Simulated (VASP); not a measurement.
Write the native input for VASP 6.6.1 that does the following.

```
Task                   : single point
Functional             : r2SCAN
Potentials or basis    : VASP PAW PBE potentials, release 64 (Au)
Cutoff                 : 520 eV
k mesh                 : 20 × 20 × 20
Occupations            : gaussian, width 0.15 eV
Spin                   : no spin polarisation
Dipole correction      : no
Further INCAR settings : ALGO = Normal; EDIFF = 1e-06; NBANDS = 12
```

Au:

```xyz
1
Lattice="-1.6573 1.6573 1.6324 1.6573 -1.6573 1.6324 1.6573 1.6573 -1.6324" Properties=species:S:1:pos:R:3 pbc="T T T"
Au    0.0000    0.0000    0.0000
```

This cell differs from its parent crystal: strain +0.000 along x and y, -0.015 along z.

These files were run (other wordings do the same):

POSCAR

```
Au
1.0
   -1.6572690000      1.6572690000      1.6324099650
    1.6572690000     -1.6572690000      1.6324099650
    1.6572690000      1.6572690000     -1.6324099650
Au
1
Direct
    0.0000000000      0.0000000000      0.0000000000
```

INCAR.step1

```
SYSTEM = Au
PREC     = Accurate       ! precision mode
ENCUT    = 520            ! plane-wave cutoff, eV
ISMEAR   = 0              ! smearing method
SIGMA    = 0.15           ! smearing width, eV
LREAL    = .FALSE.        ! projectors in reciprocal space
LASPH    = .TRUE.         ! aspherical terms in the spheres
NELM     = 100            ! most SCF steps
NBANDS   = 12             ! bands
GGA      = PE             ! functional
ALGO     = Normal         ! electronic algorithm
EDIFF    = 1E-4           ! SCF threshold, eV
LWAVE    = .TRUE.         ! write WAVECAR
LCHARG   = .FALSE.        ! write CHGCAR
```

INCAR.step2

```
SYSTEM = Au
PREC     = Accurate       ! precision mode
ENCUT    = 520            ! plane-wave cutoff, eV
EDIFF    = 1E-6           ! SCF threshold, eV
ISMEAR   = 0              ! smearing method
SIGMA    = 0.15           ! smearing width, eV
LREAL    = .FALSE.        ! projectors in reciprocal space
LASPH    = .TRUE.         ! aspherical terms in the spheres
NELM     = 100            ! most SCF steps
ALGO     = Normal         ! electronic algorithm
ISIF     = 2              ! what is computed and relaxed
LWAVE    = .FALSE.        ! write WAVECAR
LCHARG   = .TRUE.         ! write CHGCAR
METAGGA  = R2SCAN         ! meta-GGA
LMIXTAU  = .TRUE.       
LELF     = .TRUE.         ! ELF
LVHAR    = .TRUE.       
NBANDS   = 12             ! bands
ISTART   = 1
```

KPOINTS

```
Automatic mesh
0
G
  20 20 20
  0 0 0
```

Potentials or basis: VASP PAW PBE potentials, release 64 (Au).

Command:

```sh
$ cat potpaw_PBE.64/Au/POTCAR > POTCAR
$ cp INCAR.step1 INCAR
$ mpirun -np 1 vasp_std > vasp.out
$ cp INCAR.step2 INCAR
$ mpirun -np 1 vasp_std > vasp.out
```

Results of the run:

- Pressure: -2.6 GPa

Caveat: the cell differs from its parent crystal (strain +0.000 along x and y, -0.015 along z); the PAW data sets were made with another functional, which shifts forces and pressure a little.

It took 3.8 min on 1 thread of Intel Xeon 6975P-C (shared host), peak memory 0.25 GiB.
